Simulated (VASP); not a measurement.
# Bi (I4/mmm) in VASP: further runs, part 2 of 2

VASP 6.6.1.

### 3 Single point, PBE+D3(BJ) (strain +0.080 along x and y, +0.000 along z)

INCAR

```
PREC = Accurate ; ENCUT = 520
EDIFF = 1E-6 ; ISMEAR = 0
SIGMA = 0.05 ; LREAL = F
LASPH = T ; NELM = 80
ALGO = Fast ; ISIF = 2
LWAVE = F ; LCHARG = T
GGA = PE ; IVDW = 12
LELF = T ; LVHAR = T
NBANDS = 14
```

KPOINTS

```
regular mesh
0
Gamma
  10 10 10
```

POSCAR

```
Bi
1.0
   -4.5980805600      4.5980805600      1.4305640000
    4.5980805600     -4.5980805600      1.4305640000
    4.5980805600      4.5980805600     -1.4305640000
Bi
1
Direct
    0.0000000000      0.0000000000      0.0000000000
```

Potentials or basis: VASP PAW PBE potentials, release 64 (Bi_d).

Launch:

```console
cat potpaw_PBE.64/Bi_d/POTCAR > POTCAR
mpirun -np 1 vasp_std > vasp.out
```

OUTCAR:

```text
PREC = Accurate
   ENCUT = 520
   EDIFF = 1E-6
   ISMEAR = 0
   LREAL = F
   LASPH = T
   NELM = 80
   ISIF = 2
   GGA = PE
   IVDW = 12
 IVDW          = 12

 ion  position               nearest neighbor table
   1  0.000  0.000  0.000-

  LATTYP: Found a body centered tetragonal cell.
 ALAT       =     9.1961611200
 C/A-ratio  =     0.3111219957

  Lattice vectors:

 A1 = (  -4.5980805600,   4.5980805600,   1.4305640000)
 A2 = (   4.5980805600,  -4.5980805600,   1.4305640000)
 A3 = (   4.5980805600,   4.5980805600,  -1.4305640000)

Analysis of symmetry for initial positions (statically):
=====================================================================
 Subroutine PRICEL returns:
 Original cell was already a primitive cell.

 Routine SETGRP: Setting up the symmetry group for a
 body centered tetragonal supercell.

 Subroutine GETGRP returns: Found 16 space group operations
 (whereof 16 operations were pure point group operations)
 out of a pool of 16 trial point group operations.

The static configuration has the point symmetry D_4h.

Analysis of symmetry for dynamics (positions and initial velocities):
=====================================================================
 Subroutine PRICEL returns:
 Original cell was already a primitive cell.

 Routine SETGRP: Setting up the symmetry group for a
 body centered tetragonal supercell.

 Subroutine GETGRP returns: Found 16 space group operations
 (whereof 16 operations were pure point group operations)
 out of a pool of 16 trial point group operations.

The dynamic configuration has the point symmetry D_4h.

 Subroutine INISYM returns: Found 16 space group operations
 (whereof 16 operations are pure point group operations),
 and found     1 'primitive' translations

----------------------------------------------------------------------------------------

                                     Primitive cell

  volume of cell :     120.9819

  direct lattice vectors                    reciprocal lattice vectors
    -4.598080560  4.598080560  1.430564000     0.000000000  0.108741026  0.349512500
     4.598080560 -4.598080560  1.430564000     0.108741026  0.000000000  0.349512500
     4.598080560  4.598080560 -1.430564000     0.108741026  0.108741026  0.000000000

  length of vectors
     6.658168144  6.658168144  6.658168144     0.366037701  0.366037701  0.153783034

  position of ions in fractional coordinates (direct lattice)
     0.000000000  0.000000000  0.000000000

  ion indices of the primitive-cell ions
   primitive index   ion index
                 1           1

----------------------------------------------------------------------------------------

 KPOINTS: regular mesh

Automatic generation of k-mesh.
 Grid dimensions read from file:
 generate k-points for:   10   10   10

 Generating k-lattice:

  Cartesian coordinates                     Fractional coordinates (reciprocal lattice)
     0.000000000  0.010874103  0.034951250     0.100000000 -0.000000000  0.000000000
     0.010874103  0.000000000  0.034951250    -0.000000000  0.100000000  0.000000000
     0.010874103  0.010874103  0.000000000     0.000000000  0.000000000  0.100000000

  Length of vectors
     0.036603770  0.036603770  0.015378303

  Shift w.r.t. Gamma in fractional coordinates (k-lattice)
     0.000000000  0.000000000  0.000000000

 Subroutine IBZKPT returns following result:
 ===========================================

 Found    102 irreducible k-points:

 Following reciprocal coordinates:
            Coordinates               Weight
  0.000000  0.000000  0.000000      1.000000
  0.100000  0.000000 -0.000000      8.000000
  0.200000  0.000000 -0.000000      8.000000
  0.300000  0.000000  0.000000      8.000000
  0.400000 -0.000000  0.000000      8.000000
  0.500000 -0.000000  0.000000      4.000000
[... 16 lines left out ...]
  0.300000  0.300000 -0.000000      8.000000
  0.400000  0.300000 -0.000000     16.000000
 [... further k-points ...]
   k-points           NKPTS =    102   k-points in BZ     NKDIM =    102   number of bands    NBANDS=     14
   number of dos      NEDOS =    301   number of ions     NIONS =      1
   total plane-waves  NPLWV = 125000
   dimension x,y,z NGX =    50 NGY =   50 NGZ =   50
   dimension x,y,z NGXF=   100 NGYF=  100 NGZF=  100
   ions per type =               1
   NGX,Y,Z   is equivalent  to a cutoff of  12.48, 12.48, 12.48 a.u.
   NGXF,Y,Z  is equivalent  to a cutoff of  24.97, 24.97, 24.97 a.u.
 SYSTEM =  unknown system
   PREC   = accura    normal or accurate (medium, high low for compatibility)
   ISTART =      0    job   : 0-new  1-cont  2-samecut
   ICHARG =      2    charge: 1-file 2-atom 10-const
   ISPIN  =      1    spin polarized calculation?
   LNONCOLLINEAR =      F non collinear calculations
   LSORBIT =      F    spin-orbit coupling
   LASPH  =      T    aspherical Exc in radial PAW
   ENCUT  =  520.0 eV  38.22 Ry    6.18 a.u.  12.38 12.38 12.38*2*pi/ulx,y,z
   NELM   =     80;   NELMIN=  2; NELMDL= -5     # of ELM steps
   EDIFF  = 0.1E-05   stopping-criterion for ELM
   LREAL  =      F    real-space projection
   EDIFFG = 0.1E-04   stopping-criterion for IOM
   NSW    =      0    number of steps for IOM
   IBRION =     -1    ionic relax: 0-MD 1-quasi-New 2-CG
   NFREE  =      0    steps in history (QN), initial steepest desc. (CG)
   ISIF   =      2    stress and relaxation
   ISYM   =      2    0-nonsym 1-usesym 2-fastsym
   POTIM  = 0.5000    time-step for ionic-motion
   TEBEG  =    0.0;   TEEND  =   0.0 temperature during run
   PSTRESS=    0.0 pullay stress
   NELECT =      15.0000    total number of electrons
   NUPDOWN=      -1.0000    fix difference up-down
   EMIN   =  10.00;   EMAX   =-10.00  energy-range for DOS
   EFERMI =   0.00;   METHOD = LEGACY
   ISMEAR =     0;   SIGMA  =   0.05  broadening in eV -4-tet -1-fermi 0-gaus
   EFERMI_NEDOS =   21; number of points for ismear=-14 and -15
   IALGO  =     68    algorithm
   IMIX   =      4    mixing-type and parameters
     AMIX     =   0.40;   BMIX     =  1.00
     AMIX_MAG =   1.60;   BMIX_MAG =  1.00
  volume/ion in A,a.u.               =     120.98       816.43
  Fermi-wavevector in a.u.,A,eV,Ry     =   0.816329  1.542638  9.066823  0.666393
  Thomas-Fermi vector in A             =   1.926577
   LORBIT       =      0    0 simple, 1 ext, 2 COOP (PROOUT), +10 PAW based schemes
   GGA     = PE    functional components
   LHFCALC =     F    Hartree Fock is set to
   AEXX    =    0.0000 exact exchange contribution
   IVDW    =    12    specifies the selected vdW correction
   LEPSILON=     F    determine dielectric tensor
   LRPA    =     F    only Hartree local field effects (RPA)
 non-spin polarized calculation
 RMM-DIIS sequential band-by-band and
 Gauss-broadening in eV      SIGMA  =   0.05
  energy-cutoff  :      520.00
  volume of cell :      120.98
 maximum number of plane-waves:      3285
 NGX is ok and might be reduce to    50
   NGX = 25   NGY = 25   NGZ = 25

 number of electron      14.9999993 magnetization

 Free energy of the ion-electron system (eV)
  ---------------------------------------------------
  ext. energy  EPLUGINS =         0.00000000
  ---------------------------------------------------
  free energy    TOTEN  =        -2.66259075 eV

  energy without entropy =       -2.65335559  energy(sigma->0) =       -2.65797317

 E-fermi :  -1.3463     XC(G=0):  -4.3989

 val. band max:       -1.3484647060   @ k =  -0.3000  -0.4000   0.2000
 cond. band min:      -1.3454085380   @ k =  -0.2000   0.5000   0.2000
 fundamental gap:      0.0030561680
 Fermi energy:        -1.3462685118

 k-point     1 :       0.0000    0.0000    0.0000
  band No.  band energies     occupation
      1     -24.6332      2.00000
      2     -24.0781      2.00000
      3     -24.0780      2.00000
      4     -23.9372      2.00000
      5     -23.9372      2.00000
      6     -13.2759      2.00000
      7      -2.9639      2.00000
      8      -2.9639      2.00000
      9       1.3395      0.00000
     10       3.0758      0.00000
     11       5.1496      0.00000
     12       5.7752      0.00000
     13       5.7754      0.00000
     14       6.5904      0.00000
[... 377 lines left out ...]
      1     -24.1440      2.00000
      2     -24.1439      2.00000
      3     -24.0555      2.00000
      4     -24.0554      2.00000
      5     -24.0545      2.00000
      6     -11.5960      2.00000
      7      -1.3988      1.86240
      8      -1.3337      0.72157
      9      -1.2307      0.00108
     10       4.0237      0.00000
     11       4.6312      0.00000
     12       5.6475      0.00000
     13       6.7929      0.00000
     14       7.5393      0.00000

 [... further k-points ...]

------------------------ aborting loop because EDIFF is reached ----------------------------------------

 Edisp (eV)   -0.10286

 E8    (eV) :    -0.0472

  FORCE on cell =-STRESS in cart. coord.  units (eV):
  Direction    XX          YY          ZZ          XY          YZ          ZX
  --------------------------------------------------------------------------------------
  -------------------------------------------------------------------------------------
  Total      -0.20740    -0.20740     0.30582     0.00000     0.00000     0.00000
  in kB      -2.74659    -2.74659     4.04997     0.00000     0.00000     0.00000
  external pressure =       -0.48 kB  Pullay stress =        0.00 kB

 VOLUME and BASIS-vectors are now :
 -----------------------------------------------------------------------------
  energy-cutoff  :      520.00
  volume of cell :      120.98
      direct lattice vectors                 reciprocal lattice vectors
    -4.598080560  4.598080560  1.430564000     0.000000000  0.108741026  0.349512500
     4.598080560 -4.598080560  1.430564000     0.108741026  0.000000000  0.349512500
     4.598080560  4.598080560 -1.430564000     0.108741026  0.108741026  0.000000000

 POSITION                                       TOTAL-FORCE (eV/Angst)
 -----------------------------------------------------------------------------------
      0.00000      0.00000      0.00000        -0.000000      0.000000      0.000000
 -----------------------------------------------------------------------------------
    total drift:                                0.000000      0.000000     -0.000000

  FREE ENERGIE OF THE ION-ELECTRON SYSTEM (eV)
  ---------------------------------------------------
  free  energy   TOTEN  =        -2.7654546994 eV

  energy  without entropy=       -2.7562195356  energy(sigma->0) =       -2.76083712
```

OSZICAR:

```text
N       E                     dE             d eps       ncg     rms          rms(c)
DAV:   1     0.106139494363E+03    0.10614E+03   -0.67609E+03  2888   0.828E+02
DAV:   2     0.403305960341E+01   -0.10211E+03   -0.99088E+02  3126   0.244E+02
DAV:   3    -0.251215011254E+01   -0.65452E+01   -0.64946E+01  3564   0.776E+01
DAV:   4    -0.269687481788E+01   -0.18472E+00   -0.18020E+00  3570   0.146E+01
DAV:   5    -0.270473990031E+01   -0.78651E-02   -0.78640E-02  4086   0.268E+00    0.108E+00
RMM:   6    -0.266322561218E+01    0.41514E-01   -0.32520E-02  3321   0.130E+00    0.272E-01
RMM:   7    -0.266234459736E+01    0.88101E-03   -0.69759E-03  3962   0.854E-01    0.152E-01
RMM:   8    -0.266244343284E+01   -0.98835E-04   -0.31958E-03  3794   0.571E-01    0.557E-02
RMM:   9    -0.266259001186E+01   -0.14658E-03   -0.94389E-04  3846   0.320E-01    0.155E-02
RMM:  10    -0.266260156861E+01   -0.11557E-04   -0.20371E-04  3999   0.119E-01    0.879E-03
RMM:  11    -0.266259572379E+01    0.58448E-05   -0.38591E-05  3539   0.707E-02    0.111E-02
RMM:  12    -0.266259128124E+01    0.44425E-05   -0.18759E-05  3777   0.453E-02    0.228E-03
RMM:  13    -0.266259074988E+01    0.53136E-06   -0.57683E-06  3476   0.219E-02
   1 F= -.27654547E+01 E0= -.27608371E+01  d E =-.923516E-02
```

Wall time 6.1 min (1 thread of Intel Xeon 6975P-C (Granite Rapids), shared host); peak memory 0.43 GiB.

What came out:

- Free energy: -2.7655 eV
- Pressure: 0.0 GPa
- Dispersion energy per atom: -0.103 eV

Levels at points of the mesh, in eV from the Fermi level:
```tsv
k point	band 5	band 6	band 7	band 8	band 9	band 10	band 11	band 12
(0.00, 0.00, 0.00)	-22.59	-11.93	-1.62	-1.62	2.69	4.42	6.50	7.12
(0.50, 0.00, 0.00)	-22.40	-8.24	-3.96	1.69	1.69	5.97	6.09	7.89
(0.50, 0.50, 0.00)	-22.59	-11.93	-1.82	-1.60	3.59	4.55	5.38	6.67
(0.50, 0.50, 0.50)	-22.59	-11.92	-1.79	-1.79	3.84	5.71	5.71	5.90
```

Caveat: the cell differs from its parent crystal (strain +0.080 along x and y, +0.000 along z); spin-orbit coupling is left out, which moves the levels of the heavy elements; pairwise dispersion overbinds metals, which lowers pressure and volume.

### 4 Single point, PBE+D3(BJ) (strain +0.080 along x and y, +0.080 along z)

INCAR

```
SYSTEM = Bi
PREC = Accurate
ENCUT = 520
EDIFF = 1E-7
ISMEAR = 0
SIGMA = 0.05
LREAL = .FALSE.
LASPH = .TRUE.
NELM = 60
ALGO = Fast
ISIF = 2
LWAVE = .FALSE.
LCHARG = .TRUE.
GGA = PE
IVDW = 12
LELF = .TRUE.
LVHAR = .TRUE.
NBANDS = 14
```

KPOINTS

```
regular mesh
0
G
  10 10 10
  0 0 0
```

POSCAR

```
Bi
1.0
   -4.5980805600      4.5980805600      1.5450091200
    4.5980805600     -4.5980805600      1.5450091200
    4.5980805600      4.5980805600     -1.5450091200
Bi
1
Direct
    0.0000000000      0.0000000000      0.0000000000
```

Potentials or basis: VASP PAW PBE potentials, release 64 (Bi_d).

Launch:

```console
cat potpaw_PBE.64/Bi_d/POTCAR > POTCAR
mpirun -np 1 vasp_std > vasp.out
```

OUTCAR:

```text
SYSTEM = Bi
   PREC = Accurate
   ENCUT = 520
   EDIFF = 1E-7
   ISMEAR = 0
   LREAL = .FALSE.
   LASPH = .TRUE.
   NELM = 60
   ISIF = 2
   GGA = PE
   IVDW = 12
 IVDW          = 12

 ion  position               nearest neighbor table
   1  0.000  0.000  0.000-

  LATTYP: Found a body centered tetragonal cell.
 ALAT       =     9.1961611200
 C/A-ratio  =     0.3360117553

  Lattice vectors:

 A1 = (  -4.5980805600,   4.5980805600,   1.5450091200)
 A2 = (   4.5980805600,  -4.5980805600,   1.5450091200)
 A3 = (   4.5980805600,   4.5980805600,  -1.5450091200)

Analysis of symmetry for initial positions (statically):
=====================================================================
 Subroutine PRICEL returns:
 Original cell was already a primitive cell.

 Routine SETGRP: Setting up the symmetry group for a
 body centered tetragonal supercell.

 Subroutine GETGRP returns: Found 16 space group operations
 (whereof 16 operations were pure point group operations)
 out of a pool of 16 trial point group operations.

The static configuration has the point symmetry D_4h.

Analysis of symmetry for dynamics (positions and initial velocities):
[... 174 lines left out ...]
      7      -2.7058      2.00000
      8      -2.7058      2.00000
      9       1.1895      0.00000
     10       2.9551      0.00000
     11       5.1010      0.00000
     12       5.1547      0.00000
     13       5.6283      0.00000
     14       5.6284      0.00000
[... 377 lines left out ...]
      1     -24.1603      2.00000
      2     -24.1603      2.00000
      3     -24.0710      2.00000
      4     -24.0710      2.00000
      5     -23.9758      2.00000
      6     -11.4673      2.00000
      7      -1.8293      1.99989
      8      -1.5681      0.00042
      9      -1.3893      0.00000
     10       3.6974      0.00000
     11       4.1986      0.00000
     12       5.2386      0.00000
     13       6.4798      0.00000
     14       6.6511      0.00000

 [... further k-points ...]

------------------------ aborting loop because EDIFF is reached ----------------------------------------

 Edisp (eV)   -0.09423

 E8    (eV) :    -0.0432

  FORCE on cell =-STRESS in cart. coord.  units (eV):
  Direction    XX          YY          ZZ          XY          YZ          ZX
  --------------------------------------------------------------------------------------
  -------------------------------------------------------------------------------------
  Total      -0.13069    -0.13069    -2.10237     0.00000    -0.00000     0.00000
  in kB      -1.60253    -1.60253   -25.77953     0.00000    -0.00000     0.00000
  external pressure =       -9.66 kB  Pullay stress =        0.00 kB

 VOLUME and BASIS-vectors are now :
 -----------------------------------------------------------------------------
  energy-cutoff  :      520.00
  volume of cell :      130.66
      direct lattice vectors                 reciprocal lattice vectors
    -4.598080560  4.598080560  1.545009120     0.000000000  0.108741026  0.323622685
     4.598080560 -4.598080560  1.545009120     0.108741026  0.000000000  0.323622685
     4.598080560  4.598080560 -1.545009120     0.108741026  0.108741026  0.000000000

 POSITION                                       TOTAL-FORCE (eV/Angst)
 -----------------------------------------------------------------------------------
      0.00000      0.00000      0.00000         0.000000      0.000000      0.000000
 -----------------------------------------------------------------------------------
    total drift:                                0.000000      0.000000     -0.000000

  FREE ENERGIE OF THE ION-ELECTRON SYSTEM (eV)
  ---------------------------------------------------
  free  energy   TOTEN  =        -2.7254277458 eV

  energy  without entropy=       -2.7254214671  energy(sigma->0) =       -2.72542461
```

OSZICAR:

```text
N       E                     dE             d eps       ncg     rms          rms(c)
DAV:   1     0.101234848834E+03    0.10123E+03   -0.66560E+03  2912   0.807E+02
DAV:   2     0.368057363685E+01   -0.97554E+02   -0.94853E+02  3204   0.234E+02
DAV:   3    -0.250701519319E+01   -0.61876E+01   -0.61464E+01  3636   0.746E+01
DAV:   4    -0.267518368557E+01   -0.16817E+00   -0.16814E+00  3468   0.141E+01
DAV:   5    -0.268201544948E+01   -0.68318E-02   -0.68317E-02  4090   0.250E+00    0.851E-01
RMM:   6    -0.264682288110E+01    0.35193E-01   -0.21552E-02  3256   0.116E+00    0.496E-01
RMM:   7    -0.263045819110E+01    0.16365E-01   -0.59634E-02  4097   0.161E+00    0.101E-01
RMM:   8    -0.263103138947E+01   -0.57320E-03   -0.33486E-03  3295   0.626E-01    0.376E-02
RMM:   9    -0.263119988520E+01   -0.16850E-03   -0.18344E-03  4090   0.377E-01    0.239E-02
RMM:  10    -0.263119601624E+01    0.38690E-05   -0.25618E-04  3354   0.144E-01    0.938E-03
RMM:  11    -0.263119886099E+01   -0.28448E-05   -0.76721E-05  3808   0.660E-02    0.209E-03
RMM:  12    -0.263119801623E+01    0.84476E-06   -0.13795E-05  4211   0.286E-02    0.104E-03
RMM:  13    -0.263119810091E+01   -0.84679E-07   -0.26350E-06  3696   0.115E-02    0.624E-04
RMM:  14    -0.263119809392E+01    0.69906E-08   -0.68387E-07  3426   0.610E-03
   1 F= -.27254277E+01 E0= -.27254246E+01  d E =-.627861E-05
```

Run time: 7 min. Hardware: 1 thread of Intel Xeon 6975P-C (Granite Rapids), shared host; peak memory 0.44 GiB.

Results:

- Free energy: -2.7254 eV
- Pressure: -1.0 GPa
- Dispersion energy per atom: -0.094 eV

Caveat: the cell differs from its parent crystal (strain +0.080 along x and y, +0.080 along z); spin-orbit coupling is left out, which moves the levels of the heavy elements; pairwise dispersion overbinds metals, which lowers pressure and volume.

### 5 Overview

| cell | further INCAR settings | gap on the mesh (eV) | pressure (GPa) |
| --- | --- | --- | --- |
| a = 6.216 Å, angles 93.5, 93.5, 151.2°, 1 atom | ALGO = Fast; EDIFF = 1e-06; NBANDS = 14 | none | -1.2 |
| a = 6.658 Å, angles 92.6, 92.6, 155.2°, 1 atom | ALGO = Fast; EDIFF = 1e-06; NBANDS = 14 | none | 0.0 |
| a = 6.684 Å, angles 93.1, 93.1, 153.3°, 1 atom | ALGO = Fast; EDIFF = 1e-07; NBANDS = 14 | none | -1.0 |

Alike in all rows: task single point; level PBE+D3(BJ); potentials or basis VASP PAW PBE potentials, release 64 (Bi_d); no spin polarisation; k mesh 10 × 10 × 10; cutoff (eV) 520; smearing gaussian 0.05 eV.

Caveats: spin-orbit coupling is left out, which moves the levels of the heavy elements; pairwise dispersion overbinds metals, which lowers pressure and volume.

Total energies depend on the potentials used, so only differences within one code and one set of settings carry meaning.
